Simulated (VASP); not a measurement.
# LaP (Fm-3m) in VASP: a series of runs

Runs on LaP. Level: LDA. Tasks: electric field gradients.

Everything below comes from runs of VASP 6.6.1. Logs are shortened: lines on timing, memory, paths and dates and some standing lists are left out, and cuts for length are marked.

### Step 1. The cell of the first run

The structure is cubic, space group Fm-3m (No. 225). Conventional cell: a = 5.902 Å, b = 5.902 Å, c = 5.902 Å, α = 90.00°, β = 90.00°, γ = 90.00°. La (site symmetry m-3m) has 6 P at 2.95 Å within 3.9 Å. Within 3.9 Å of P (site symmetry m-3m) lie 6 La at 2.95 Å.

### Step 2. Electric field gradients, LDA (volume scaled by 0.94)

The input, INCAR:

```
SYSTEM = LaP
PREC     = Accurate       ! precision mode
ENCUT    = 520            ! plane-wave cutoff, eV
EDIFF    = 1E-8           ! SCF threshold, eV
ISMEAR   = -1             ! smearing method
SIGMA    = 0.03           ! smearing width, eV
LREAL    = .False.        ! projectors in reciprocal space
LASPH    = .True.         ! aspherical terms in the spheres
NELM     = 100            ! most SCF steps
ALGO     = Normal         ! electronic algorithm
ISIF     = 2              ! what is computed and relaxed
LWAVE    = .False.        ! write WAVECAR
LCHARG   = .False.        ! write CHGCAR
LEFG     = .True.       
NBANDS   = 15             ! bands
```

The input, KPOINTS:

```
Automatic mesh
0
Gamma
  10 10 10
  0 0 0
```

The input, POSCAR:

```
LaP
1.0
    0.0000000000      2.9510031525      2.9510031525
    2.9510031525      0.0000000000      2.9510031525
    2.9510031525      2.9510031525      0.0000000000
La P
1 1
Direct
    0.0000000000      0.0000000000      0.0000000000
    0.5000000000      0.5000000000      0.5000000000
```

Potentials or basis: VASP PAW LDA potentials, release 64 (La, P).

On the command line:

```
$ cat potpaw_LDA.64/La/POTCAR potpaw_LDA.64/P/POTCAR > POTCAR
$ mpirun -np 1 vasp_std > vasp.out
```

OUTCAR:

```text
SYSTEM = LaP
   PREC = Accurate
   ENCUT = 520
   EDIFF = 1E-8
   ISMEAR = -1
   LREAL = .False.
   LASPH = .True.
   NELM = 100
   ISIF = 2

 ion  position               nearest neighbor table
   1  0.000  0.000  0.000-   2 2.95   2 2.95   2 2.95   2 2.95   2 2.95   2 2.95
   2  0.500  0.500  0.500-   1 2.95   1 2.95   1 2.95   1 2.95   1 2.95   1 2.95

  LATTYP: Found a face centered cubic cell.
 ALAT       =     5.9020063050

  Lattice vectors:

 A1 = (   0.0000000000,   2.9510031525,   2.9510031525)
 A2 = (   2.9510031525,   0.0000000000,   2.9510031525)
 A3 = (   2.9510031525,   2.9510031525,   0.0000000000)

Analysis of symmetry for initial positions (statically):
=====================================================================
 Subroutine PRICEL returns:
 Original cell was already a primitive cell.

 Routine SETGRP: Setting up the symmetry group for a
 face centered cubic supercell.

 Subroutine GETGRP returns: Found 48 space group operations
 (whereof 48 operations were pure point group operations)
 out of a pool of 48 trial point group operations.

The static configuration has the point symmetry O_h .

Analysis of symmetry for dynamics (positions and initial velocities):
=====================================================================
 Subroutine PRICEL returns:
 Original cell was already a primitive cell.

 Routine SETGRP: Setting up the symmetry group for a
 face centered cubic supercell.

 Subroutine GETGRP returns: Found 48 space group operations
 (whereof 48 operations were pure point group operations)
 out of a pool of 48 trial point group operations.

The dynamic configuration has the point symmetry O_h .

 Subroutine INISYM returns: Found 48 space group operations
 (whereof 48 operations are pure point group operations),
 and found     1 'primitive' translations

----------------------------------------------------------------------------------------

                                     Primitive cell

  volume of cell :      51.3971

  direct lattice vectors                    reciprocal lattice vectors
     0.000000000  2.951003152  2.951003152    -0.169433909  0.169433909  0.169433909
     2.951003152  0.000000000  2.951003152     0.169433909 -0.169433909  0.169433909
     2.951003152  2.951003152  0.000000000     0.169433909  0.169433909 -0.169433909

  length of vectors
     4.173348681  4.173348681  4.173348681     0.293468139  0.293468139  0.293468139

  position of ions in fractional coordinates (direct lattice)
     0.000000000  0.000000000  0.000000000
     0.500000000  0.500000000  0.500000000

  ion indices of the primitive-cell ions
   primitive index   ion index
                 1           1
                 2           2

----------------------------------------------------------------------------------------

 KPOINTS: Automatic mesh

Automatic generation of k-mesh.
 Grid dimensions read from file:
 generate k-points for:   10   10   10

 Generating k-lattice:

  Cartesian coordinates                     Fractional coordinates (reciprocal lattice)
    -0.016943391  0.016943391  0.016943391     0.100000000  0.000000000  0.000000000
     0.016943391 -0.016943391  0.016943391     0.000000000  0.100000000  0.000000000
     0.016943391  0.016943391 -0.016943391     0.000000000  0.000000000  0.100000000

  Length of vectors
     0.029346814  0.029346814  0.029346814

  Shift w.r.t. Gamma in fractional coordinates (k-lattice)
     0.000000000  0.000000000  0.000000000

 Subroutine IBZKPT returns following result:
 ===========================================

 Found     47 irreducible k-points:

 Following reciprocal coordinates:
            Coordinates               Weight
  0.000000  0.000000  0.000000      1.000000
  0.100000  0.000000  0.000000      8.000000
  0.200000  0.000000  0.000000      8.000000
  0.300000  0.000000  0.000000      8.000000
  0.400000  0.000000  0.000000      8.000000
  0.500000  0.000000  0.000000      4.000000
[... 16 lines left out ...]
  0.300000  0.300000  0.000000      6.000000
  0.400000  0.300000  0.000000     24.000000
 [... further k-points ...]
   k-points           NKPTS =     47   k-points in BZ     NKDIM =     47   number of bands    NBANDS=     15
   number of dos      NEDOS =    301   number of ions     NIONS =      2
   total plane-waves  NPLWV =  32768
   dimension x,y,z NGX =    32 NGY =   32 NGZ =   32
   dimension x,y,z NGXF=    64 NGYF=   64 NGZF=   64
   ions per type =               1   1
   NGX,Y,Z   is equivalent  to a cutoff of  12.75, 12.75, 12.75 a.u.
   NGXF,Y,Z  is equivalent  to a cutoff of  25.49, 25.49, 25.49 a.u.
 SYSTEM =  LaP
   PREC   = accura    normal or accurate (medium, high low for compatibility)
   ISTART =      0    job   : 0-new  1-cont  2-samecut
   ICHARG =      2    charge: 1-file 2-atom 10-const
   ISPIN  =      1    spin polarized calculation?
   LNONCOLLINEAR =      F non collinear calculations
   LSORBIT =      F    spin-orbit coupling
   LASPH  =      T    aspherical Exc in radial PAW
   ENCUT  =  520.0 eV  38.22 Ry    6.18 a.u.   7.76  7.76  7.76*2*pi/ulx,y,z
   NELM   =    100;   NELMIN=  2; NELMDL= -5     # of ELM steps
   EDIFF  = 0.1E-07   stopping-criterion for ELM
   LREAL  =      F    real-space projection
   EDIFFG = 0.1E-06   stopping-criterion for IOM
   NSW    =      0    number of steps for IOM
   IBRION =     -1    ionic relax: 0-MD 1-quasi-New 2-CG
   NFREE  =      0    steps in history (QN), initial steepest desc. (CG)
   ISIF   =      2    stress and relaxation
   ISYM   =      2    0-nonsym 1-usesym 2-fastsym
   POTIM  = 0.5000    time-step for ionic-motion
   TEBEG  =    0.0;   TEEND  =   0.0 temperature during run
   PSTRESS=    0.0 pullay stress
   NELECT =      16.0000    total number of electrons
   NUPDOWN=      -1.0000    fix difference up-down
   EMIN   =  10.00;   EMAX   =-10.00  energy-range for DOS
   EFERMI =   0.00;   METHOD = LEGACY
   ISMEAR =    -1;   SIGMA  =   0.03  broadening in eV -4-tet -1-fermi 0-gaus
   EFERMI_NEDOS =   21; number of points for ismear=-14 and -15
   IALGO  =     38    algorithm
   IMIX   =      4    mixing-type and parameters
     AMIX     =   0.40;   BMIX     =  1.00
     AMIX_MAG =   1.60;   BMIX_MAG =  1.00
  volume/ion in A,a.u.               =      25.70       173.42
  Fermi-wavevector in a.u.,A,eV,Ry     =   1.109520  2.096689 16.749244  1.231035
  Thomas-Fermi vector in A             =   2.246061
   LORBIT       =      0    0 simple, 1 ext, 2 COOP (PROOUT), +10 PAW based schemes
   GGA     = CA    functional components
   LHFCALC =     F    Hartree Fock is set to
   AEXX    =    0.0000 exact exchange contribution
   IVDW    =     0    specifies the selected vdW correction
   LEPSILON=     F    determine dielectric tensor
   LRPA    =     F    only Hartree local field effects (RPA)
 non-spin polarized calculation
  energy-cutoff  :      520.00
  volume of cell :       51.40
 maximum number of plane-waves:      1411
   NGX = 15   NGY = 15   NGZ = 15

 number of electron      16.0000000 magnetization

 Free energy of the ion-electron system (eV)
  ---------------------------------------------------
  ext. energy  EPLUGINS =         0.00000000
  ---------------------------------------------------
  free energy    TOTEN  =       -14.70326304 eV

  energy without entropy =      -14.70238239  energy(sigma->0) =      -14.70282272

 E-fermi :   6.8591     XC(G=0): -10.1951

 val. band max:        6.8411071449   @ k =   0.5000   0.5000   0.0000
 cond. band min:       6.9797296476   @ k =   0.0000   0.0000   0.0000
 fundamental gap:      0.1386225027
 Fermi energy:         6.8591117408

 k-point     1 :       0.0000    0.0000    0.0000
  band No.  band energies     occupation
      1     -24.5322      2.00000
      2      -8.0834      2.00000
      3      -8.0834      2.00000
      4      -8.0834      2.00000
      5      -2.3740      2.00000
      6       6.9797      0.03525
      7       6.9797      0.03525
      8       6.9797      0.03525
      9       8.5890      0.00000
     10       8.5890      0.00000
     11       8.5890      0.00000
     12       9.5613      0.00000
     13       9.5614      0.00000
     14       9.5614      0.00000
     15      10.2119      0.00000
[... 397 lines left out ...]
 k-point    24 :       0.4000    0.3000    0.0000
  band No.  band energies     occupation
      1     -24.4607      2.00000
      2      -8.6687      2.00000
      3      -8.3028      2.00000
      4      -8.2771      2.00000
      5      -1.6785      2.00000
      6       5.1466      2.00000
      7       6.2409      2.00000
      8       6.5098      1.99998
      9       7.3264      0.00000
     10       9.8504      0.00000
     11       9.8898      0.00000
     12       9.9432      0.00000
     13       9.9517      0.00000
     14      10.1055      0.00000
     15      10.3426      0.00000

 [... further k-points ...]
[... 5 lines left out ...]
  --------------------------------------------------------------------------------------
  -------------------------------------------------------------------------------------
  Total        0.4991605      0.4991605      0.4991605      0.0000000     -0.0000000      0.0000000
  in kB       15.5600795     15.5600795     15.5600795      0.0000000     -0.0000000      0.0000000
  external PRESSURE =      15.5600795 kB  Pullay stress =       0.0000000 kB

 VOLUME and BASIS-vectors are now :
 -----------------------------------------------------------------------------
  energy-cutoff  :      520.00
  volume of cell :       51.40
      direct lattice vectors                 reciprocal lattice vectors
     0.000000000  2.951003152  2.951003152    -0.169433909  0.169433909  0.169433909
     2.951003152  0.000000000  2.951003152     0.169433909 -0.169433909  0.169433909
     2.951003152  2.951003152  0.000000000     0.169433909  0.169433909 -0.169433909

 POSITION                                       TOTAL-FORCE (eV/Angst)
 -----------------------------------------------------------------------------------
      0.00000      0.00000      0.00000         0.000000      0.000000      0.000000
      2.95100      2.95100      2.95100        -0.000000     -0.000000     -0.000000
 -----------------------------------------------------------------------------------
    total drift:                                0.000000     -0.000000     -0.000000

  FREE ENERGIE OF THE ION-ELECTRON SYSTEM (eV)
  ---------------------------------------------------
  free  energy   TOTEN  =       -14.7032630432 eV

  energy  without entropy=      -14.7023823943  energy(sigma->0) =      -14.70282272

 Electric field gradients (V/A^2)
---------------------------------------------------------------------
 ion       V_xx      V_yy      V_zz      V_xy      V_xz      V_yz
---------------------------------------------------------------------
   1       0.000     0.000     0.000     0.000     0.000     0.000
   2       0.000     0.000    -0.000    -0.000    -0.000    -0.000
---------------------------------------------------------------------

 Electric field gradients after diagonalization (V/A^2)
 (convention: |V_zz| > |V_xx| > |V_yy|)
----------------------------------------------------------------------
 ion       V_xx      V_yy      V_zz     asymmetry (V_yy - V_xx)/ V_zz
----------------------------------------------------------------------
   1      -0.000    -0.000     0.001       0.000
   2       0.000     0.000    -0.001       0.000
----------------------------------------------------------------------

           NMR quadrupolar parameters

 Cq : quadrupolar parameter    Cq=e*Q*V_zz/h
 eta: asymmetry parameters     (V_yy - V_xx)/ V_zz
 Q  : nuclear electric quadrupole moment in mb (millibarn)
----------------------------------------------------------------------
 ion       Cq(MHz)       eta       Q (mb)
----------------------------------------------------------------------
   1       0.000       0.000       1.000
   2      -0.000       0.000       1.000
----------------------------------------------------------------------
```

It took 24 s on 1 thread of AMD EPYC 9R45 (Zen 5), shared host; peak memory 0.16 GiB.

What came out:

```yaml
Free_energy: -14.7033 eV
Pressure: 1.6 GPa
Band_gap_on_the_k_mesh: zero (band 8 reaches 6.98 eV, above the bottom of band 9 at 6.78 eV)
```

Levels at points of the mesh, in eV from the Fermi level:
| k point | band 6 | band 7 | band 8 | band 9 | band 10 | band 11 |
| --- | --- | --- | --- | --- | --- | --- |
| (0.00, 0.00, 0.00) | 0.12 | 0.12 | 0.12 | 1.73 | 1.73 | 1.73 |
| (0.50, 0.00, 0.00) | -3.20 | -1.77 | -1.77 | 2.54 | 2.86 | 2.86 |
| (0.50, 0.50, 0.00) | -0.71 | -0.29 | -0.02 | -0.02 | 3.03 | 3.07 |

Caveat: without QUAD_EFG the Cq values of the log hold for a quadrupole moment of 1 mb, not for the nuclei; spin-orbit coupling is left out, which moves the levels of the heavy elements.

[end of part 1 of 2]
